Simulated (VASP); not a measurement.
# Ga (Cmce) in VASP: single point with LDA

Aim: the single point of Ga with LDA.

All numbers are computed with VASP 6.6.1; they aren't measurements. Logs are shortened: lines on timing, memory, paths and dates and some standing lists are left out, and cuts for length are marked.

### Step 1. The cell of the first run

Symmetry: Cmce, No. 64, orthorhombic system. Conventional cell: a = 4.432 Å, b = 7.598 Å, c = 4.556 Å, α = 90.00°, β = 90.00°, γ = 90.00°. Ga (site symmetry m) has 7 Ga at 2.49 to 2.75 Å within 3.3 Å.

### Step 2. Single point, LDA

Contents of INCAR:

```
SYSTEM = Ga
PREC = Accurate
ENCUT = 520
EDIFF = 1E-6
ISMEAR = 0
SIGMA = 0.1
LREAL = .False.
LASPH = .True.
NELM = 60
ALGO = Fast
ISIF = 2
LWAVE = .False.
LCHARG = .False.
GGA = CA
NBANDS = 34
```

Contents of KPOINTS:

```
regular mesh
0
Gamma
  6 6 4
  0 0 0
```

Contents of POSCAR:

```
Ga
1.0
    2.2160233300     -3.7989918400      0.0000000000
    2.2160233300      3.7989918400      0.0000000000
    0.0000000000      0.0000000000      4.5555035300
Ga
4
Direct
    0.6556957200      0.3443042800      0.4154013900
    0.8443042800      0.1556957200      0.9154013900
    0.3443042800      0.6556957200      0.5845986100
    0.1556957200      0.8443042800      0.0845986100
```

Potentials or basis: VASP PAW LDA potentials, release 64 (Ga_d).

The run is started by

```bash
cat potpaw_LDA.64/Ga_d/POTCAR > POTCAR
mpirun -np 1 vasp_std > vasp.out
```

OUTCAR:

```text
SYSTEM = Ga
   PREC = Accurate
   ENCUT = 520
   EDIFF = 1E-6
   ISMEAR = 0
   LREAL = .False.
   LASPH = .True.
   NELM = 60
   ISIF = 2
   GGA = CA

 ion  position               nearest neighbor table
   1  0.656  0.344  0.415-   3 2.49   4 2.68   4 2.68   2 2.69   2 2.69   3 2.75   3 2.75
   2  0.844  0.156  0.915-   4 2.49   3 2.68   3 2.68   1 2.69   1 2.69   4 2.75   4 2.75
   3  0.344  0.656  0.585-   1 2.49   2 2.68   2 2.68   4 2.69   4 2.69   1 2.75   1 2.75
   4  0.156  0.844  0.085-   2 2.49   1 2.68   1 2.68   3 2.69   3 2.69   2 2.75   2 2.75

  LATTYP: Found a base centered orthorhombic cell.
 ALAT       =     4.4320466600
 B/A-ratio  =     1.7143284498
 C/A-ratio  =     1.0278554987

  Lattice vectors:

 A1 = (   2.2160233300,  -3.7989918400,   0.0000000000)
 A2 = (   2.2160233300,   3.7989918400,   0.0000000000)
 A3 = (   0.0000000000,   0.0000000000,   4.5555035300)

Analysis of symmetry for initial positions (statically):
=====================================================================
 Subroutine PRICEL returns:
 Original cell was already a primitive cell.

 Routine SETGRP: Setting up the symmetry group for a
 base centered orthorhombic supercell.

 Subroutine GETGRP returns: Found  8 space group operations
 (whereof  4 operations were pure point group operations)
 out of a pool of  8 trial point group operations.

The static configuration has the point symmetry C_2h.
 The point group associated with its full space group is D_2h.

Analysis of symmetry for dynamics (positions and initial velocities):
=====================================================================
 Subroutine PRICEL returns:
 Original cell was already a primitive cell.

 Routine SETGRP: Setting up the symmetry group for a
 base centered orthorhombic supercell.

 Subroutine GETGRP returns: Found  8 space group operations
 (whereof  4 operations were pure point group operations)
 out of a pool of  8 trial point group operations.

The dynamic configuration has the point symmetry C_2h.
 The point group associated with its full space group is D_2h.

 Subroutine INISYM returns: Found  8 space group operations
 (whereof  4 operations are pure point group operations),
 and found     1 'primitive' translations

----------------------------------------------------------------------------------------

                                     Primitive cell

  volume of cell :      76.7024

  direct lattice vectors                    reciprocal lattice vectors
     2.216023330 -3.798991840  0.000000000     0.225629394 -0.131613865  0.000000000
     2.216023330  3.798991840  0.000000000     0.225629394  0.131613865  0.000000000
     0.000000000  0.000000000  4.555503530     0.000000000  0.000000000  0.219514702

  length of vectors
     4.398078944  4.398078944  4.555503530     0.261210323  0.261210323  0.219514702

  position of ions in fractional coordinates (direct lattice)
     0.655695720  0.344304280  0.415401390
     0.844304280  0.155695720  0.915401390
     0.344304280  0.655695720  0.584598610
     0.155695720  0.844304280  0.084598610

  ion indices of the primitive-cell ions
   primitive index   ion index
                 1           1
                 2           2
                 3           3
                 4           4

----------------------------------------------------------------------------------------

 KPOINTS: regular mesh

Automatic generation of k-mesh.
 Grid dimensions read from file:
 generate k-points for:    6    6    4

 Generating k-lattice:

  Cartesian coordinates                     Fractional coordinates (reciprocal lattice)
     0.037604899 -0.021935644  0.000000000     0.166666667  0.000000000  0.000000000
     0.037604899  0.021935644  0.000000000     0.000000000  0.166666667  0.000000000
     0.000000000  0.000000000  0.054878676     0.000000000  0.000000000  0.250000000

  Length of vectors
     0.043535054  0.043535054  0.054878676

  Shift w.r.t. Gamma in fractional coordinates (k-lattice)
     0.000000000  0.000000000  0.000000000

 Subroutine IBZKPT returns following result:
 ===========================================

 Found     39 irreducible k-points:

 Following reciprocal coordinates:
            Coordinates               Weight
  0.000000  0.000000  0.000000      1.000000
  0.166667  0.000000  0.000000      4.000000
  0.333333  0.000000  0.000000      4.000000
  0.500000  0.000000  0.000000      2.000000
  0.166667  0.166667  0.000000      2.000000
  0.333333  0.166667  0.000000      4.000000
[... 16 lines left out ...]
  0.333333  0.333333  0.250000      4.000000
  0.500000  0.333333  0.250000      8.000000
 [... further k-points ...]
   k-points           NKPTS =     39   k-points in BZ     NKDIM =     39   number of bands    NBANDS=     34
   number of dos      NEDOS =    301   number of ions     NIONS =      4
   total plane-waves  NPLWV =  46656
   dimension x,y,z NGX =    36 NGY =   36 NGZ =   36
   dimension x,y,z NGXF=    72 NGYF=   72 NGZF=   72
   ions per type =               4
   NGX,Y,Z   is equivalent  to a cutoff of  13.61, 13.61, 13.14 a.u.
   NGXF,Y,Z  is equivalent  to a cutoff of  27.22, 27.22, 26.28 a.u.
 SYSTEM =  Ga
   PREC   = accura    normal or accurate (medium, high low for compatibility)
   ISTART =      0    job   : 0-new  1-cont  2-samecut
   ICHARG =      2    charge: 1-file 2-atom 10-const
   ISPIN  =      1    spin polarized calculation?
   LNONCOLLINEAR =      F non collinear calculations
   LSORBIT =      F    spin-orbit coupling
   LASPH  =      T    aspherical Exc in radial PAW
   ENCUT  =  520.0 eV  38.22 Ry    6.18 a.u.   8.18  8.18  8.47*2*pi/ulx,y,z
   NELM   =     60;   NELMIN=  2; NELMDL= -5     # of ELM steps
   EDIFF  = 0.1E-05   stopping-criterion for ELM
   LREAL  =      F    real-space projection
[... 7 lines left out ...]
   TEBEG  =    0.0;   TEEND  =   0.0 temperature during run
   PSTRESS=    0.0 pullay stress
   NELECT =      52.0000    total number of electrons
   NUPDOWN=      -1.0000    fix difference up-down
   EMIN   =  10.00;   EMAX   =-10.00  energy-range for DOS
   EFERMI =   0.00;   METHOD = LEGACY
   ISMEAR =     0;   SIGMA  =   0.10  broadening in eV -4-tet -1-fermi 0-gaus
   EFERMI_NEDOS =   21; number of points for ismear=-14 and -15
   IALGO  =     68    algorithm
   IMIX   =      4    mixing-type and parameters
     AMIX     =   0.40;   BMIX     =  1.00
     AMIX_MAG =   1.60;   BMIX_MAG =  1.00
  volume/ion in A,a.u.               =      19.18       129.40
  Fermi-wavevector in a.u.,A,eV,Ry     =   1.438157  2.717722 28.140864  2.068295
  Thomas-Fermi vector in A             =   2.557155
   LORBIT       =      0    0 simple, 1 ext, 2 COOP (PROOUT), +10 PAW based schemes
   GGA     = CA    functional components
   LHFCALC =     F    Hartree Fock is set to
   AEXX    =    0.0000 exact exchange contribution
   IVDW    =     0    specifies the selected vdW correction
   LEPSILON=     F    determine dielectric tensor
   LRPA    =     F    only Hartree local field effects (RPA)
 non-spin polarized calculation
 RMM-DIIS sequential band-by-band and
 Gauss-broadening in eV      SIGMA  =   0.10
  energy-cutoff  :      520.00
  volume of cell :       76.70
 maximum number of plane-waves:      2087
 NGX is ok and might be reduce to    36
   NGX = 17   NGY = 17   NGZ = 17

 number of electron      52.0000028 magnetization

 Free energy of the ion-electron system (eV)
  ---------------------------------------------------
  ext. energy  EPLUGINS =         0.00000000
  ---------------------------------------------------
  free energy    TOTEN  =       -14.46083632 eV

  energy without entropy =      -14.45759153  energy(sigma->0) =      -14.45921393

 E-fermi :   4.9636     XC(G=0): -11.0783

 val. band max:        4.9403970507   @ k =  -0.3333   0.1667   0.0000
 cond. band min:       4.9647285750   @ k =   0.0000   0.0000   0.5000
 fundamental gap:      0.0243315244
 Fermi energy:         4.9636267755

 k-point     1 :       0.0000    0.0000    0.0000
  band No.  band energies     occupation
      1     -10.3117      2.00000
      2     -10.2954      2.00000
      3     -10.2593      2.00000
      4     -10.2487      2.00000
      5     -10.2399      2.00000
      6     -10.2044      2.00000
[... 26 lines left out ...]
     33      11.6712      0.00000
     34      12.5491      0.00000

 k-point     2 :       0.1667    0.0000    0.0000
  band No.  band energies     occupation
      1     -10.3149      2.00000
      2     -10.2837      2.00000
      3     -10.2702      2.00000
      4     -10.2581      2.00000
      5     -10.2174      2.00000
      6     -10.1960      2.00000
[... 26 lines left out ...]
     33      11.4699      0.00000
     34      12.4210      0.00000

 k-point     3 :       0.3333    0.0000    0.0000
  band No.  band energies     occupation
      1     -10.3113      2.00000
      2     -10.2821      2.00000
      3     -10.2814      2.00000
      4     -10.2474      2.00000
      5     -10.2106      2.00000
      6     -10.2104      2.00000
[... 26 lines left out ...]
     33      10.8243      0.00000
     34      12.2893      0.00000

 k-point     4 :       0.5000    0.0000    0.0000
  band No.  band energies     occupation
      1     -10.3026      2.00000
      2     -10.3026      2.00000
      3     -10.2545      2.00000
      4     -10.2545      2.00000
      5     -10.2193      2.00000
      6     -10.2193      2.00000
[... 26 lines left out ...]
     33      12.5812      0.00000
     34      12.5832      0.00000

 k-point     5 :       0.1667    0.1667    0.0000
  band No.  band energies     occupation
      1     -10.3108      2.00000
      2     -10.2979      2.00000
      3     -10.2630      2.00000
      4     -10.2626      2.00000
      5     -10.2191      2.00000
      6     -10.1818      2.00000
[... 621 lines left out ...]
 k-point    22 :      -0.1667    0.1667    0.2500
  band No.  band energies     occupation
      1     -10.3022      2.00000
      2     -10.2917      2.00000
      3     -10.2805      2.00000
      4     -10.2610      2.00000
      5     -10.2268      2.00000
      6     -10.2152      2.00000
[... 26 lines left out ...]
     33      11.5534      0.00000
     34      12.0730      0.00000

 k-point    23 :       0.3333    0.3333    0.2500
  band No.  band energies     occupation
      1     -10.3544      2.00000
      2     -10.3022      2.00000
      3     -10.2860      2.00000
      4     -10.2353      2.00000
      5     -10.2186      2.00000
      6     -10.1866      2.00000
[... 26 lines left out ...]
     33      12.6781      0.00000
     34      12.9914      0.00000

 k-point    24 :       0.5000    0.3333    0.2500
  band No.  band energies     occupation
      1     -10.3506      2.00000
      2     -10.3027      2.00000
      3     -10.2766      2.00000
      4     -10.2500      2.00000
      5     -10.2318      2.00000
      6     -10.2127      2.00000
[... 26 lines left out ...]
     33      12.7714      0.00000
     34      13.7320      0.00000

 [... further k-points ...]

------------------------ aborting loop because EDIFF is reached ----------------------------------------

  FORCE on cell =-STRESS in cart. coord.  units (eV):
  Direction    XX          YY          ZZ          XY          YZ          ZX
  --------------------------------------------------------------------------------------
  -------------------------------------------------------------------------------------
  Total       -0.8705707     -1.2674682     -1.5618171      0.0000000     -0.0000000      0.0000000
  in kB      -18.1846753    -26.4751600    -32.6235858      0.0000000     -0.0000000      0.0000000
  external PRESSURE =     -25.7611404 kB  Pullay stress =       0.0000000 kB

 VOLUME and BASIS-vectors are now :
 -----------------------------------------------------------------------------
  energy-cutoff  :      520.00
  volume of cell :       76.70
      direct lattice vectors                 reciprocal lattice vectors
     2.216023330 -3.798991840  0.000000000     0.225629394 -0.131613865  0.000000000
     2.216023330  3.798991840  0.000000000     0.225629394  0.131613865  0.000000000
     0.000000000  0.000000000  4.555503530     0.000000000  0.000000000  0.219514702

 POSITION                                       TOTAL-FORCE (eV/Angst)
 -----------------------------------------------------------------------------------
      2.21602     -1.18297      1.89236         0.000000     -0.042906     -0.011284
      2.21602     -2.61602      4.17011         0.000000      0.042906     -0.011284
      2.21602      1.18297      2.66314         0.000000      0.042906      0.011284
      2.21602      2.61602      0.38539         0.000000     -0.042906      0.011284
 -----------------------------------------------------------------------------------
    total drift:                                0.000000     -0.000000      0.000000

  FREE ENERGIE OF THE ION-ELECTRON SYSTEM (eV)
  ---------------------------------------------------
  free  energy   TOTEN  =       -14.4608363216 eV

  energy  without entropy=      -14.4575915302  energy(sigma->0) =      -14.45921393
```

It took 74 s on 1 thread of Intel Xeon Platinum 8488C (Sapphire Rapids), shared host; peak memory 0.21 GiB.

Results:

```yaml
Free_energy: -14.4608 eV
Pressure: -2.6 GPa
Largest_force: 0.044 eV/Å
Band_gap_on_the_k_mesh: zero (band 26 reaches 5.21 eV, above the bottom of band 27 at 4.18 eV)
```

Forces in eV/Å, atoms in the order of the input:
```
Ga   0.000 -0.043 -0.011
Ga   0.000  0.043 -0.011
Ga   0.000  0.043  0.011
Ga   0.000 -0.043  0.011
```

Levels at points of the mesh, in eV from the Fermi level:
```
           k point  band 22  band 23  band 24  band 25  band 26  band 27  band 28  band 29  band 30  band 31
(0.00, 0.00, 0.00)    -4.42    -3.96    -1.64    -1.51    -0.73     1.01     1.01     1.17     5.17     5.37
(0.50, 0.00, 0.00)    -8.66    -3.49    -3.49    -1.50    -1.50     0.63     0.63     4.12     4.12     5.29
(0.50, 0.50, 0.00)    -7.36    -4.04    -3.21    -1.99    -1.68     1.04     1.07     3.44     3.77     4.25
(0.00, 0.00, 0.50)    -9.37     0.00     0.00     0.05     0.05     0.14     0.14     2.01     2.01     4.07
(0.50, 0.00, 0.50)    -7.26    -6.34    -6.34    -1.54    -1.54     0.52     0.52     7.31     7.31     7.57
(0.50, 0.50, 0.50)    -7.72    -5.43    -5.43    -1.22    -1.22    -0.78    -0.78     6.39     6.39     8.05
```
